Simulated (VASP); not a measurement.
# Ti (I4/mmm) in VASP: further runs, part 2 of 2

VASP 6.6.1. Earlier steps stand in the parts before.

## 3. Single point, PBEsol (strain +0.1000 x Voigt [0, 1, 0, 0, 0, 0])

The input, INCAR:

```
  PREC = Accurate
  ENCUT = 520
  EDIFF = 1E-6
  ISMEAR = 0
  SIGMA = 0.15
  LREAL = False
  LASPH = True
  NELM = 80
  ALGO = Fast
  ISIF = 2
  LWAVE = False
  LCHARG = False
  GGA = PS
  NBANDS = 12
```

The input, KPOINTS:

```
regular mesh
0
Gamma
  26 26 26
```

The input, POSCAR:

```
Ti
1.0
   -1.6051160629      1.7656276692      1.6051160629
    1.6051160629     -1.7656276692      1.6051160629
    1.6051160629      1.7656276692     -1.6051160629
Ti
1
Direct
    0.0000000000      0.0000000000      0.0000000000
```

Potentials or basis: VASP PAW PBE potentials, release 64 (Ti_sv).

Command:

```console
cat potpaw_PBE.64/Ti_sv/POTCAR > POTCAR
mpirun -np 1 vasp_std > vasp.out
```

OUTCAR:

```text
PREC = Accurate
   ENCUT = 520
   EDIFF = 1E-6
   ISMEAR = 0
   LREAL = False
   LASPH = True
   NELM = 80
   ISIF = 2
   GGA = PS

 ion  position               nearest neighbor table
   1  0.000  0.000  0.000-

  LATTYP: Found a body centered tetragonal cell.
 ALAT       =     3.2102321258
 C/A-ratio  =     1.1000000000

  Lattice vectors:

 A1 = (  -1.6051160629,  -1.7656276692,   1.6051160629)
 A2 = (   1.6051160629,  -1.7656276692,  -1.6051160629)
 A3 = (   1.6051160629,   1.7656276692,   1.6051160629)

Analysis of symmetry for initial positions (statically):
=====================================================================
 Subroutine PRICEL returns:
 Original cell was already a primitive cell.

 Routine SETGRP: Setting up the symmetry group for a
 body centered tetragonal supercell.

 Subroutine GETGRP returns: Found 16 space group operations
 (whereof 16 operations were pure point group operations)
 out of a pool of 16 trial point group operations.

The static configuration has the point symmetry D_4h.

Analysis of symmetry for dynamics (positions and initial velocities):
=====================================================================
 Subroutine PRICEL returns:
 Original cell was already a primitive cell.

 Routine SETGRP: Setting up the symmetry group for a
 body centered tetragonal supercell.

 Subroutine GETGRP returns: Found 16 space group operations
 (whereof 16 operations were pure point group operations)
 out of a pool of 16 trial point group operations.

The dynamic configuration has the point symmetry D_4h.

 Subroutine INISYM returns: Found 16 space group operations
 (whereof 16 operations are pure point group operations),
 and found     1 'primitive' translations

----------------------------------------------------------------------------------------

                                     Primitive cell

  volume of cell :      18.1958

  direct lattice vectors                    reciprocal lattice vectors
    -1.605116063  1.765627669  1.605116063     0.000000000  0.283185413  0.311503954
     1.605116063 -1.765627669  1.605116063     0.311503954  0.000000000  0.311503954
     1.605116063  1.765627669 -1.605116063     0.311503954  0.283185413  0.000000000

  length of vectors
     2.875801839  2.875801839  2.875801839     0.420985381  0.440533116  0.420985381

  position of ions in fractional coordinates (direct lattice)
     0.000000000  0.000000000  0.000000000

  ion indices of the primitive-cell ions
   primitive index   ion index
                 1           1

----------------------------------------------------------------------------------------

 KPOINTS: regular mesh

Automatic generation of k-mesh.
 Grid dimensions read from file:
 generate k-points for:   26   26   26

 Generating k-lattice:

  Cartesian coordinates                     Fractional coordinates (reciprocal lattice)
     0.000000000  0.010891747  0.011980921     0.038461538  0.000000000 -0.000000000
     0.011980921  0.000000000  0.011980921     0.000000000  0.038461538  0.000000000
     0.011980921  0.010891747  0.000000000    -0.000000000  0.000000000  0.038461538

  Length of vectors
     0.016191745  0.016943581  0.016191745

  Shift w.r.t. Gamma in fractional coordinates (k-lattice)
     0.000000000  0.000000000  0.000000000

 Subroutine IBZKPT returns following result:
 ===========================================

 Found   1330 irreducible k-points:

 Following reciprocal coordinates:
            Coordinates               Weight
  0.000000  0.000000  0.000000      1.000000
  0.038462 -0.000000  0.000000      8.000000
  0.076923 -0.000000  0.000000      8.000000
  0.115385 -0.000000  0.000000      8.000000
  0.153846 -0.000000  0.000000      8.000000
  0.192308 -0.000000  0.000000      8.000000
[... 16 lines left out ...]
  0.307692  0.038462  0.000000     16.000000
  0.346154  0.038462  0.000000     16.000000
 [... further k-points ...]
   k-points           NKPTS =   1330   k-points in BZ     NKDIM =   1330   number of bands    NBANDS=     12
   number of dos      NEDOS =    301   number of ions     NIONS =      1
   total plane-waves  NPLWV =  13824
   dimension x,y,z NGX =    24 NGY =   24 NGZ =   24
   dimension x,y,z NGXF=    48 NGYF=   48 NGZF=   48
   ions per type =               1
   NGX,Y,Z   is equivalent  to a cutoff of  13.87, 13.87, 13.87 a.u.
   NGXF,Y,Z  is equivalent  to a cutoff of  27.75, 27.75, 27.75 a.u.
 SYSTEM =  unknown system
   PREC   = accura    normal or accurate (medium, high low for compatibility)
   ISTART =      0    job   : 0-new  1-cont  2-samecut
   ICHARG =      2    charge: 1-file 2-atom 10-const
   ISPIN  =      1    spin polarized calculation?
   LNONCOLLINEAR =      F non collinear calculations
   LSORBIT =      F    spin-orbit coupling
   LASPH  =      T    aspherical Exc in radial PAW
   ENCUT  =  520.0 eV  38.22 Ry    6.18 a.u.   5.35  5.35  5.35*2*pi/ulx,y,z
   NELM   =     80;   NELMIN=  2; NELMDL= -5     # of ELM steps
   EDIFF  = 0.1E-05   stopping-criterion for ELM
   LREAL  =      F    real-space projection
   EDIFFG = 0.1E-04   stopping-criterion for IOM
   NSW    =      0    number of steps for IOM
   IBRION =     -1    ionic relax: 0-MD 1-quasi-New 2-CG
   NFREE  =      0    steps in history (QN), initial steepest desc. (CG)
   ISIF   =      2    stress and relaxation
   ISYM   =      2    0-nonsym 1-usesym 2-fastsym
   POTIM  = 0.5000    time-step for ionic-motion
   TEBEG  =    0.0;   TEEND  =   0.0 temperature during run
   PSTRESS=    0.0 pullay stress
   NELECT =      12.0000    total number of electrons
   NUPDOWN=      -1.0000    fix difference up-down
   EMIN   =  10.00;   EMAX   =-10.00  energy-range for DOS
   EFERMI =   0.00;   METHOD = LEGACY
   ISMEAR =     0;   SIGMA  =   0.15  broadening in eV -4-tet -1-fermi 0-gaus
   EFERMI_NEDOS =   21; number of points for ismear=-14 and -15
   IALGO  =     68    algorithm
   IMIX   =      4    mixing-type and parameters
     AMIX     =   0.40;   BMIX     =  1.00
     AMIX_MAG =   1.60;   BMIX_MAG =  1.00
  volume/ion in A,a.u.               =      18.20       122.79
  Fermi-wavevector in a.u.,A,eV,Ry     =   1.424988  2.692837 27.627870  2.030591
  Thomas-Fermi vector in A             =   2.545420
   LORBIT       =      0    0 simple, 1 ext, 2 COOP (PROOUT), +10 PAW based schemes
   GGA     = PS    functional components
   LHFCALC =     F    Hartree Fock is set to
   AEXX    =    0.0000 exact exchange contribution
   IVDW    =     0    specifies the selected vdW correction
   LEPSILON=     F    determine dielectric tensor
   LRPA    =     F    only Hartree local field effects (RPA)
 non-spin polarized calculation
 RMM-DIIS sequential band-by-band and
 Gauss-broadening in eV      SIGMA  =   0.15
  energy-cutoff  :      520.00
  volume of cell :       18.20
 maximum number of plane-waves:       504
 NGX is ok and might be reduce to    24
   NGX = 11   NGY = 11   NGZ = 11

 number of electron      12.0000000 magnetization

 Free energy of the ion-electron system (eV)
  ---------------------------------------------------
  ext. energy  EPLUGINS =         0.00000000
  ---------------------------------------------------
  free energy    TOTEN  =        -8.20361207 eV

  energy without entropy =       -8.17476119  energy(sigma->0) =       -8.18918663

 E-fermi :   7.5099     XC(G=0): -11.4128

 val. band max:        7.5092683403   @ k =   0.5000  -0.4231   0.0769
 cond. band min:       7.5098966322   @ k =  -0.2308   0.3077   0.1923
 fundamental gap:      0.0006282919
 Fermi energy:         7.5098615816

 k-point     1 :       0.0000    0.0000    0.0000
  band No.  band energies     occupation
      1     -48.9219      2.00000
      2     -24.9252      2.00000
      3     -24.9252      2.00000
      4     -24.9166      2.00000
      5       1.6362      2.00000
      6       8.2655      0.00000
      7       8.2655      0.00000
      8       8.8501      0.00000
      9       9.6873      0.00000
     10      10.3559      0.00000
     11      23.6371      0.00000
     12      25.1409      0.00000
[... 331 lines left out ...]
 k-point    24 :       0.3462    0.0385    0.0000
  band No.  band energies     occupation
      1     -48.8312      2.00000
      2     -25.4153      2.00000
      3     -25.0647      2.00000
      4     -24.9260      2.00000
      5       4.7150      2.00000
      6       7.5676      0.58623
      7       7.7333      0.03515
      8       9.6177      0.00000
      9      10.4183      0.00000
     10      10.8542      0.00000
     11      17.3443      0.00000
     12      21.6242      0.00000

 [... further k-points ...]

------------------------ aborting loop because EDIFF is reached ----------------------------------------

  FORCE on cell =-STRESS in cart. coord.  units (eV):
  Direction    XX          YY          ZZ          XY          YZ          ZX
  --------------------------------------------------------------------------------------
  -------------------------------------------------------------------------------------
  Total       -1.1111676     -0.8781115     -1.1111676      0.0000000      0.0000000      0.0000000
  in kB      -97.8403857    -77.3193629    -97.8403857      0.0000000      0.0000000      0.0000000
  external PRESSURE =     -91.0000448 kB  Pullay stress =       0.0000000 kB

 VOLUME and BASIS-vectors are now :
 -----------------------------------------------------------------------------
  energy-cutoff  :      520.00
  volume of cell :       18.20
      direct lattice vectors                 reciprocal lattice vectors
    -1.605116063  1.765627669  1.605116063     0.000000000  0.283185413  0.311503954
     1.605116063 -1.765627669  1.605116063     0.311503954  0.000000000  0.311503954
     1.605116063  1.765627669 -1.605116063     0.311503954  0.283185413  0.000000000

 POSITION                                       TOTAL-FORCE (eV/Angst)
 -----------------------------------------------------------------------------------
      0.00000      0.00000      0.00000         0.000000     -0.000000      0.000000
 -----------------------------------------------------------------------------------
    total drift:                                0.000000      0.000000      0.000000

  FREE ENERGIE OF THE ION-ELECTRON SYSTEM (eV)
  ---------------------------------------------------
  free  energy   TOTEN  =        -8.2036120665 eV

  energy  without entropy=       -8.1747611916  energy(sigma->0) =       -8.18918663
```

Run time: 7.2 min. Hardware: 1 thread of Intel Xeon 8259CL, shared host; peak memory 0.38 GiB.

What came out:

- Free energy: -8.2036 eV
- Pressure: -9.1 GPa
- Band gap on the k mesh: zero (bands 6 and 7 overlap by 1.55 eV)

Caveat: the cell differs from its parent crystal (strain +0.1000 x Voigt [0, 1, 0, 0, 0, 0]); the cell stands under tension; the PAW data sets were made with another functional, which shifts forces and pressure a little.
